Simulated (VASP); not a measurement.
A run of VASP 6.6.1 is set up as follows.

File INCAR:

```
SYSTEM = Sb
PREC = Accurate ; ENCUT = 520
EDIFF = 1E-8 ; ISMEAR = -1
SIGMA = 0.1 ; LREAL = .False.
LASPH = .True. ; NELM = 80
ALGO = Normal ; ISIF = 2
LWAVE = .False. ; LCHARG = .True.
GGA = PE ; IVDW = 12
NBANDS = 12 ; IBRION = 6
NFREE = 2 ; POTIM = 0.015
NSW = 1
```

The input KPOINTS:

```
regular mesh
0
Gamma
  12 12 12
  0 0 0
```

Contents of POSCAR:

```
Sb
1.0
    2.1494686918      1.2409963278      3.6323543401
   -2.1494686918      1.2409963278      3.6323543401
    0.0000000000     -2.4819926557      3.6323543401
Sb
2
Direct
    0.2377777634      0.2377777634      0.2377777634
    0.7622222366      0.7622222366      0.7622222366
```

Potentials or basis: VASP PAW PBE potentials, release 64 (Sb).

The run is started by

```bash
$ cat potpaw_PBE.64/Sb/POTCAR > POTCAR
$ mpirun -np 1 vasp_std > vasp.out
```

(1) Predict the highest phonon frequency at Γ.

(2) Predict the dispersion energy per atom.

Results:

(1) 132 cm⁻¹.

(2) -0.492 eV.

Caveat: the cell stands under pressure or tension, which shifts response properties.
